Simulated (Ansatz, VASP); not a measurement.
## AlN in VASP and in Ansatz

File POSCAR:

```
AlN
1.0
    3.1271592100      0.0000000000      0.0000000000
   -1.5635796100      2.7081993200      0.0000000000
    0.0000000000      0.0000000000      5.0111111700
Al N
2 2
Direct
    0.3333333300      0.6666666700     -0.0008149200
    0.6666666700      0.3333333300      0.4991850800
    0.3333333300      0.6666666700      0.3808149200
    0.6666666700      0.3333333300      0.8808149200
```

INCAR.step1

```
SYSTEM = AlN
PREC = Accurate
ENCUT = 520
ISMEAR = -1
SIGMA = 0.02
LREAL = .FALSE.
LASPH = .TRUE.
NELM = 60
GGA = PE
ALGO = Normal
EDIFF = 1E-4
LWAVE = .TRUE.
LCHARG = .FALSE.
```

INCAR.step2

```
SYSTEM = AlN
PREC = Accurate
ENCUT = 520
EDIFF = 1E-6
ISMEAR = -1
SIGMA = 0.02
LREAL = .FALSE.
LASPH = .TRUE.
NELM = 60
ALGO = Normal
ISIF = 2
LWAVE = .FALSE.
LCHARG = .FALSE.
METAGGA = R2SCAN
LMIXTAU = .TRUE.
IBRION = 2
NSW = 50
EDIFFG = -0.01
ISTART = 1
```

KPOINTS

```
regular mesh
0
G
  12 12 6
  0 0 0
```

Input for Ansatz:

```yaml
crystal:
  lattice:
    - [3.12715921, 0.0, 0.0]
    - [-1.56357961, 2.70819932, 0.0]
    - [0.0, 0.0, 5.01111117]
  atoms:
    - { symbol: Al, position: [0.33333333, 0.66666667, -0.00081492] }
    - { symbol: Al, position: [0.66666667, 0.33333333, 0.49918508] }
    - { symbol: "N", position: [0.33333333, 0.66666667, 0.38081492] }
    - { symbol: "N", position: [0.66666667, 0.33333333, 0.88081492] }
  symmetry: { tolerance: 0.0003 }
hamiltonian:
  xc: r2scan
  pseudopotentials: { kind: paw, azcp: { folder: soft_1 } }
basis:
  ecutwfc: 500
magnetization:
  spin_polarized: false
scf:
  occupations: { method: fermi_dirac, width: 0.02 }
kpoints:
  mp_grid: { grid: [12, 12, 6], shift: [0, 0, 0] }
  band_path:
    path:
      - [0.0, 0.0, 0.0]
      - [0.5, 0.0, 0.0]
      - [0.33333333, 0.33333333, 0.0]
      - [0.0, 0.0, 0.0]
      - [0.0, 0.0, 0.5]
      - [0.5, 0.0, 0.5]
      - [0.33333333, 0.33333333, 0.5]
      - [0.0, 0.0, 0.5]
      - [0.5, 0.0, 0.5]
      - [0.5, 0.0, 0.0]
      - [0.33333333, 0.33333333, 0.5]
    npoints: 7
output:
  forces: true
  stress: true
  eigenvalues: true
  write_potential: true
  elf: true
  volumetric_format: npy
  dos: { e_range: [-12, 8], de: 0.05 }
relax:
  max_steps: 30
```

Alike in both runs: task relaxation of the atoms; functional r2SCAN; k mesh 12 × 12 × 6; occupations fermi-dirac, width 0.02 eV; no spin polarisation.

|  | VASP | Ansatz |
| --- | --- | --- |
| version | VASP 6.6.1 | Ansatz 0.2.0 |
| potentials or method | VASP PAW PBE potentials, release 64 (Al, N), cutoff 520 eV | PAW plane waves |
| valence electrons in the cell | 16 | 16 |

|  | VASP | Ansatz | Ansatz less VASP |
| --- | --- | --- | --- |
| gap on the k mesh at the Fermi level, each at its own relaxed structure (eV) | 4.74 | 4.69 | -0.047 |

VASP's potentials were made for PBE, not for r2SCAN. Ansatz's warnings: stress scf threshold loose.

Noted on VASP's run: the relaxation stopped at its first step, so nothing moved.
